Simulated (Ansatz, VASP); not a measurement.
## Two plane-wave programs on In4Ru

```
CELL_PARAMETERS angstrom
5.17809 0.00000 0.00000
0.00000 5.17809 0.00000
0.00000 0.00000 5.17809
ATOMIC_POSITIONS crystal
In 0.00000 0.00000 0.00000
In 0.50000 0.50000 0.00000
In 0.50000 0.00000 0.50000
In 0.00000 0.50000 0.50000
Ru 0.50000 0.50000 0.50000
```

Change from the starting cell: species swapped into the Ni4N type (Pm-3m, No. 221).

Alike in both runs: functional PBE; k mesh 3 × 3 × 3; occupations gaussian, width 0.2 eV; no spin polarisation.

Ansatz relaxed the structure, and its values are those at the end. VASP's run is a single point on that final structure, the one shown.

|  | VASP | Ansatz |
| --- | --- | --- |
| version | VASP 6.6.1 | Ansatz 0.2.0 |
| potentials or method | VASP PAW PBE potentials, release 64 (In_d, Ru_pv), cutoff 520 eV | scalar-relativistic, plane waves, PAW |
| valence electrons in the cell | 66 | 68 |

```tsv
	VASP	Ansatz	Ansatz less VASP
gap on the k mesh at the Fermi level (eV)	none	none	-
pressure (GPa)	0.5	0.6	+0.03
```

A gap of «none» marks a metal or a gap that the smearing closes. VASP's potentials hold 66 valence electrons a cell and Ansatz's 68, so a difference there can come from the potentials and not from the codes.

The k mesh is coarse, so the values compare programs but aren't converged.
